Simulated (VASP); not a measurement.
# FeAuC4N4 (P-43m) in VASP: notebook

Runs on FeAuC4N4. Level: PBE. Tasks: single point.

Everything below comes from runs of VASP 6.6.1. Logs are shortened: lines on timing, memory, paths and dates and some standing lists are left out, and cuts for length are marked.

## 1. The cell of the first run

It takes space group P-43m (No. 215, cubic). The conventional cell has a = 5.907 Å, b = 5.907 Å, c = 5.907 Å, α = 90.00°, β = 90.00°, γ = 90.00°. Within 2.6 Å of Fe (site symmetry -43m) lie 4 C at 1.94 Å. Within 1.6 Å of C (site symmetry 3m) lie 1 N at 1.17 Å. Au (site symmetry -43m) has 4 N at 2.01 Å within 2.7 Å. N (site symmetry 3m) has 1 C at 1.17 Å within 1.6 Å.

## 2. Single point, PBE, collinear spin, ferromagnetic start

INCAR

```
SYSTEM = FeAuC4N4
PREC     = Accurate       ! precision mode
ENCUT    = 520            ! plane-wave cutoff, eV
EDIFF    = 1E-6           ! SCF threshold, eV
ISMEAR   = 0              ! smearing method
SIGMA    = 0.1            ! smearing width, eV
LREAL    = .FALSE.        ! projectors in reciprocal space
LASPH    = .TRUE.         ! aspherical terms in the spheres
NELM     = 150            ! most SCF steps
ALGO     = Normal         ! electronic algorithm
ISIF     = 2              ! what is computed and relaxed
LWAVE    = .FALSE.        ! write WAVECAR
LCHARG   = .FALSE.        ! write CHGCAR
ISPIN    = 2              ! spin polarisation
MAGMOM   = 4 0 0 0 0 0 0 0 0 0 ! initial moments
LORBIT   = 11             ! projections on sites
LMAXMIX  = 4              ! l up to which the mixer works
GGA      = PE             ! functional
NBANDS   = 42             ! bands
```

KPOINTS

```
regular mesh
0
G
  4 4 4
  0 0 0
```

POSCAR

```
FeAuC4N4
1.0
    5.9068706000      0.0000000000      0.0000000000
    0.0000000000      5.9068706000      0.0000000000
    0.0000000000      0.0000000000      5.9068706000
Fe C Au N
1 4 1 4
Direct
    0.0000000000      0.0000000000      0.0000000000
    0.1894243000      0.1894243000      0.1894243000
    0.1894243000      0.8105757000      0.8105757000
    0.8105757000      0.1894243000      0.8105757000
    0.8105757000      0.8105757000      0.1894243000
    0.5000000000      0.5000000000      0.5000000000
    0.3037826200      0.3037826200      0.3037826200
    0.3037826200      0.6962173800      0.6962173800
    0.6962173800      0.3037826200      0.6962173800
    0.6962173800      0.6962173800      0.3037826200
```

Potentials or basis: VASP PAW PBE potentials, release 64 (Fe, C, Au, N).

Command:

```console
cat potpaw_PBE.64/Fe/POTCAR potpaw_PBE.64/C/POTCAR potpaw_PBE.64/Au/POTCAR potpaw_PBE.64/N/POTCAR > POTCAR
mpirun -np 1 vasp_std > vasp.out
```

OUTCAR:

```text
SYSTEM = FeAuC4N4
   PREC = Accurate
   ENCUT = 520
   EDIFF = 1E-6
   ISMEAR = 0
   LREAL = .FALSE.
   LASPH = .TRUE.
   NELM = 150
   ISIF = 2
   ISPIN = 2
   LORBIT = 11
   GGA = PE

 ion  position               nearest neighbor table
   1  0.000  0.000  0.000-   2 1.94   3 1.94   4 1.94   5 1.94
   2  0.189  0.189  0.189-   7 1.17   1 1.94
   3  0.189  0.811  0.811-   8 1.17   1 1.94
   4  0.811  0.189  0.811-   9 1.17   1 1.94
   5  0.811  0.811  0.189-  10 1.17   1 1.94
   6  0.500  0.500  0.500-   7 2.01   8 2.01   9 2.01  10 2.01
   7  0.304  0.304  0.304-   2 1.17   6 2.01
   8  0.304  0.696  0.696-   3 1.17   6 2.01
   9  0.696  0.304  0.696-   4 1.17   6 2.01
  10  0.696  0.696  0.304-   5 1.17   6 2.01

  LATTYP: Found a simple cubic cell.
 ALAT       =     5.9068706000

  Lattice vectors:

 A1 = (   5.9068706000,   0.0000000000,   0.0000000000)
 A2 = (   0.0000000000,   5.9068706000,   0.0000000000)
 A3 = (   0.0000000000,   0.0000000000,   5.9068706000)

Analysis of symmetry for initial positions (statically):
=====================================================================
 Subroutine PRICEL returns:
 Original cell was already a primitive cell.

 Routine SETGRP: Setting up the symmetry group for a
 simple cubic supercell.

 Subroutine GETGRP returns: Found 24 space group operations
 (whereof 24 operations were pure point group operations)
 out of a pool of 48 trial point group operations.

The static configuration has the point symmetry T_d .

Analysis of symmetry for dynamics (positions and initial velocities):
=====================================================================
 Subroutine PRICEL returns:
 Original cell was already a primitive cell.

 Routine SETGRP: Setting up the symmetry group for a
 simple cubic supercell.

 Subroutine GETGRP returns: Found 24 space group operations
 (whereof 24 operations were pure point group operations)
 out of a pool of 48 trial point group operations.

The dynamic configuration has the point symmetry T_d .

Analysis of structural, dynamic, and magnetic symmetry:
=====================================================================
 Subroutine PRICEL returns:
 Original cell was already a primitive cell.

 Routine SETGRP: Setting up the symmetry group for a
 simple cubic supercell.

 Subroutine GETGRP returns: Found 24 space group operations
 (whereof 24 operations were pure point group operations)
 out of a pool of 48 trial point group operations.

The overall configuration has the point symmetry T_d .

 Subroutine INISYM returns: Found 24 space group operations
 (whereof 24 operations are pure point group operations),
 and found     1 'primitive' translations

----------------------------------------------------------------------------------------

                                     Primitive cell

  volume of cell :     206.0973

  direct lattice vectors                    reciprocal lattice vectors
     5.906870600  0.000000000  0.000000000     0.169294381  0.000000000  0.000000000
     0.000000000  5.906870600  0.000000000     0.000000000  0.169294381  0.000000000
     0.000000000  0.000000000  5.906870600     0.000000000  0.000000000  0.169294381

  length of vectors
     5.906870600  5.906870600  5.906870600     0.169294381  0.169294381  0.169294381

  position of ions in fractional coordinates (direct lattice)
     0.000000000  0.000000000  0.000000000
     0.189424300  0.189424300  0.189424300
     0.189424300  0.810575700  0.810575700
     0.810575700  0.189424300  0.810575700
     0.810575700  0.810575700  0.189424300
     0.500000000  0.500000000  0.500000000
     0.303782620  0.303782620  0.303782620
     0.303782620  0.696217380  0.696217380
     0.696217380  0.303782620  0.696217380
     0.696217380  0.696217380  0.303782620

  ion indices of the primitive-cell ions
   primitive index   ion index
                 1           1
                 2           2
                 3           3
                 4           4
                 5           5
                 6           6
                 7           7
                 8           8
                 9           9
                10          10

[... 48 lines left out ...]
   ISTART =      0    job   : 0-new  1-cont  2-samecut
   ICHARG =      2    charge: 1-file 2-atom 10-const
   ISPIN  =      2    spin polarized calculation?
   LNONCOLLINEAR =      F non collinear calculations
   LSORBIT =      F    spin-orbit coupling
   LASPH  =      T    aspherical Exc in radial PAW
   ENCUT  =  520.0 eV  38.22 Ry    6.18 a.u.  10.98 10.98 10.98*2*pi/ulx,y,z
   NELM   =    150;   NELMIN=  2; NELMDL= -5     # of ELM steps
   EDIFF  = 0.1E-05   stopping-criterion for ELM
   LREAL  =      F    real-space projection
   EDIFFG = 0.1E-04   stopping-criterion for IOM
   NSW    =      0    number of steps for IOM
   IBRION =     -1    ionic relax: 0-MD 1-quasi-New 2-CG
   NFREE  =      0    steps in history (QN), initial steepest desc. (CG)
   ISIF   =      2    stress and relaxation
   ISYM   =      2    0-nonsym 1-usesym 2-fastsym
   POTIM  = 0.5000    time-step for ionic-motion
   TEBEG  =    0.0;   TEEND  =   0.0 temperature during run
   PSTRESS=    0.0 pullay stress
   NELECT =      55.0000    total number of electrons
   NUPDOWN=      -1.0000    fix difference up-down
   EMIN   =  10.00;   EMAX   =-10.00  energy-range for DOS
   EFERMI =   0.00;   METHOD = LEGACY
   ISMEAR =     0;   SIGMA  =   0.10  broadening in eV -4-tet -1-fermi 0-gaus
   EFERMI_NEDOS =   21; number of points for ismear=-14 and -15
   IALGO  =     38    algorithm
   IMIX   =      4    mixing-type and parameters
     AMIX     =   0.40;   BMIX     =  1.00
     AMIX_MAG =   1.60;   BMIX_MAG =  1.00
  volume/ion in A,a.u.               =      20.61       139.08
  Fermi-wavevector in a.u.,A,eV,Ry     =   1.053994  1.991760 15.114767  1.110904
  Thomas-Fermi vector in A             =   2.189137
   LORBIT       =     11    0 simple, 1 ext, 2 COOP (PROOUT), +10 PAW based schemes
   GGA     = PE    functional components
   LHFCALC =     F    Hartree Fock is set to
   AEXX    =    0.0000 exact exchange contribution
   IVDW    =     0    specifies the selected vdW correction
   LEPSILON=     F    determine dielectric tensor
   LRPA    =     F    only Hartree local field effects (RPA)
 spin polarized calculation
 Gauss-broadening in eV      SIGMA  =   0.10
  energy-cutoff  :      520.00
  volume of cell :      206.10
 maximum number of plane-waves:      5580
 NGX is ok and might be reduce to    48
   NGX = 21   NGY = 21   NGZ = 21

 number of electron      55.0000004 magnetization       4.9217577

 Free energy of the ion-electron system (eV)
  ---------------------------------------------------
  ext. energy  EPLUGINS =         0.00000000
  ---------------------------------------------------
  free energy    TOTEN  =       -73.76683367 eV

  energy without entropy =      -73.75703872  energy(sigma->0) =      -73.76193620

 E-fermi :  -1.2911     XC(G=0):  -7.2954

 val. band max:       -1.3894153588   @ k =   0.5000   0.2500   0.0000
 cond. band min:      -1.2689449398   @ k =   0.5000   0.5000   0.0000
 fundamental gap:      0.1204704190
 Fermi energy:        -1.2910727645

 spin component 1

 k-point     1 :       0.0000    0.0000    0.0000
  band No.  band energies     occupation
      1     -18.7737      1.00000
      2     -18.6441      1.00000
      3     -18.6441      1.00000
      4     -18.6441      1.00000
      5      -9.7212      1.00000
      6      -9.0506      1.00000
[... 409 lines left out ...]
     38       4.3512      0.00000
     39       5.2400      0.00000
 Fermi energy:        -1.2910727645

 spin component 2

 k-point     1 :       0.0000    0.0000    0.0000
  band No.  band energies     occupation
      1     -18.5691      1.00000
      2     -18.4382      1.00000
      3     -18.4382      1.00000
      4     -18.4382      1.00000
      5      -9.5285      1.00000
      6      -8.8289      1.00000
[... 409 lines left out ...]
     38       4.5162      0.00000
     39       5.4661      0.00000
 [bands above 39 left out]

------------------------ aborting loop because EDIFF is reached ----------------------------------------

  FORCE on cell =-STRESS in cart. coord.  units (eV):
  Direction    XX          YY          ZZ          XY          YZ          ZX
  --------------------------------------------------------------------------------------
  -------------------------------------------------------------------------------------
  Total        6.6587050      6.6587050      6.6587050     -0.0000000      0.0000000      0.0000000
  in kB       51.7640186     51.7640186     51.7640186     -0.0000000      0.0000000      0.0000000
  external PRESSURE =      51.7640186 kB  Pullay stress =       0.0000000 kB

 VOLUME and BASIS-vectors are now :
 -----------------------------------------------------------------------------
  energy-cutoff  :      520.00
  volume of cell :      206.10
      direct lattice vectors                 reciprocal lattice vectors
     5.906870600  0.000000000  0.000000000     0.169294381  0.000000000  0.000000000
     0.000000000  5.906870600  0.000000000     0.000000000  0.169294381  0.000000000
     0.000000000  0.000000000  5.906870600     0.000000000  0.000000000  0.169294381

 POSITION                                       TOTAL-FORCE (eV/Angst)
 -----------------------------------------------------------------------------------
      0.00000      0.00000      0.00000        -0.000000     -0.000000     -0.000000
      1.11890      1.11890      1.11890        -0.164974     -0.164974     -0.164974
      1.11890      4.78797      4.78797        -0.164974      0.164974      0.164974
      4.78797      1.11890      4.78797         0.164974     -0.164974      0.164974
      4.78797      4.78797      1.11890         0.164974      0.164974     -0.164974
      2.95344      2.95344      2.95344        -0.000000     -0.000000     -0.000000
      1.79440      1.79440      1.79440        -0.568165     -0.568165     -0.568165
      1.79440      4.11247      4.11247        -0.568165      0.568165      0.568165
      4.11247      1.79440      4.11247         0.568165     -0.568165      0.568165
      4.11247      4.11247      1.79440         0.568165      0.568165     -0.568165
 -----------------------------------------------------------------------------------
    total drift:                               -0.000000     -0.000000     -0.000000

  FREE ENERGIE OF THE ION-ELECTRON SYSTEM (eV)
  ---------------------------------------------------
  free  energy   TOTEN  =       -73.7668336748 eV

  energy  without entropy=      -73.7570387247  energy(sigma->0) =      -73.76193620

 total charge

# of ion       s       p       d       tot
------------------------------------------
    1        0.495   0.710   5.977   7.181
    2        0.961   1.646   0.000   2.607
    3        0.961   1.646   0.000   2.607
    4        0.961   1.646   0.000   2.607
    5        0.961   1.646   0.000   2.607
    6        0.505   0.649   8.652   9.806
    7        1.301   2.572   0.000   3.873
    8        1.301   2.572   0.000   3.873
    9        1.301   2.572   0.000   3.873
   10        1.301   2.572   0.000   3.873
--------------------------------------------------
tot         10.046  18.233  14.628  42.907

 magnetization (x)

# of ion       s       p       d       tot
------------------------------------------
    1        0.020   0.162   3.257   3.438
    2        0.012   0.004   0.000   0.016
    3        0.012   0.004   0.000   0.016
    4        0.012   0.004   0.000   0.016
    5        0.012   0.004   0.000   0.016
    6        0.000   0.015   0.353   0.368
    7        0.011   0.124   0.000   0.134
    8        0.011   0.124   0.000   0.134
    9        0.011   0.124   0.000   0.134
   10        0.011   0.124   0.000   0.134
--------------------------------------------------
tot          0.111   0.686   3.610   4.407
```

Run time: 5 min. Hardware: 1 thread of Intel Xeon Platinum 8488C (Sapphire Rapids), shared host; peak memory 0.49 GiB.

What came out:

| Item | Value |
| --- | --- |
| Free energy | -73.7668 eV |
| Pressure | 5.2 GPa |
| Largest force | 0.984 eV/Å |
| Band gap on the k mesh | 0.12 eV (least direct gap 0.15 eV) |
| Net moment | 4.92 μB per cell |
| Site moments | Fe +3.44; C +0.02; Au +0.37; N +0.13 μB |
| Valence electrons inside the program's atomic spheres | Fe 7.18; C 2.61; Au 9.81; N 3.87 |

Forces on the atoms (eV/Å):
```
Fe   0.000  0.000  0.000
C   -0.165 -0.165 -0.165
C   -0.165  0.165  0.165
C    0.165 -0.165  0.165
C    0.165  0.165 -0.165
Au   0.000  0.000  0.000
N   -0.568 -0.568 -0.568
N   -0.568  0.568  0.568
N    0.568 -0.568  0.568
N    0.568  0.568 -0.568
```

Caveat: the cell stands under pressure; spin-orbit coupling is left out, which moves the levels of the heavy elements; a cell with one magnetic atom can't hold antiferromagnetic order, which such compounds often take. A k mesh can miss the band edges.

(Part 1 of 2 ends here.)
